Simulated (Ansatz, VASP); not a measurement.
**Si: VASP beside Ansatz**

The input INCAR:

```
SYSTEM = Si
PREC = Accurate ; ENCUT = 520
EDIFF = 1E-6 ; ISMEAR = 0
SIGMA = 0.05 ; LREAL = .FALSE.
LASPH = .TRUE. ; NELM = 60
ALGO = Normal ; ISIF = 2
LWAVE = .FALSE. ; LCHARG = .FALSE.
GGA = PE ; NBANDS = 16
```

KPOINTS

```
Automatic mesh
0
G
  12 12 6
  0 0 0
```

The input POSCAR:

```
Si
1.0
    3.9202120069      0.0000000000      0.0000000000
   -1.9601060035      3.3950031862      0.0000000000
    0.0000000000      0.0000000000      6.1421881724
Si
4
Direct
    0.3333333333      0.6666666667      0.0487915372
    0.6666666667      0.3333333333      0.5487915372
    0.3333333333      0.6666666667      0.4512084628
    0.6666666667      0.3333333333      0.9512084628
```

Input for Ansatz:

```yaml
crystal:
  lattice:
    - [3.9202120069, 0.0, 0.0]
    - [-1.9601060035, 3.3950031862, 0.0]
    - [0.0, 0.0, 6.1421881724]
  atoms:
    - { symbol: Si, position: [0.3333333333, 0.6666666667, 0.0487915372] }
    - { symbol: Si, position: [0.6666666667, 0.3333333333, 0.5487915372] }
    - { symbol: Si, position: [0.3333333333, 0.6666666667, 0.4512084628] }
    - { symbol: Si, position: [0.6666666667, 0.3333333333, 0.9512084628] }
basis:
  ecutwfc: 420
kpoints:
  mp_grid: { grid: [12, 12, 6] }
hamiltonian:
  xc: pbe
  pseudopotentials: { kind: paw, azcp: { folder: soft_1 } }
scf:
  occupations: { method: gaussian, width: 0.05 }
output:
  forces: true
  stress: true
  eigenvalues: true
```

Alike in both runs: task single point; functional PBE; k mesh 12 × 12 × 6; occupations gaussian, width 0.05 eV; no spin polarisation.

|  | VASP | Ansatz |
| --- | --- | --- |
| version | VASP 6.6.1 | Ansatz 0.2.0 |
| potentials or method | VASP PAW PBE potentials, release 64 (Si), cutoff 520 eV | scalar-relativistic, plane waves, PAW |
| valence electrons in the cell | 16 | 16 |

|  | VASP | Ansatz | Ansatz less VASP |
| --- | --- | --- | --- |
| gap on the k mesh at the Fermi level (eV) | none | none | - |
| pressure (GPa) | -0.2 | -0.1 | +0.06 |
| traceless stress, the component that is largest in VASP (GPa) | 0.79 | 0.75 | -0.042 |
| rms of the force components (eV/Å) | 0.753 | 0.753 | +0.0001 |

Atom by atom the forces differ by 0.000 eV/Å (rms over components). A gap of «none» marks a metal or a gap that the smearing closes.
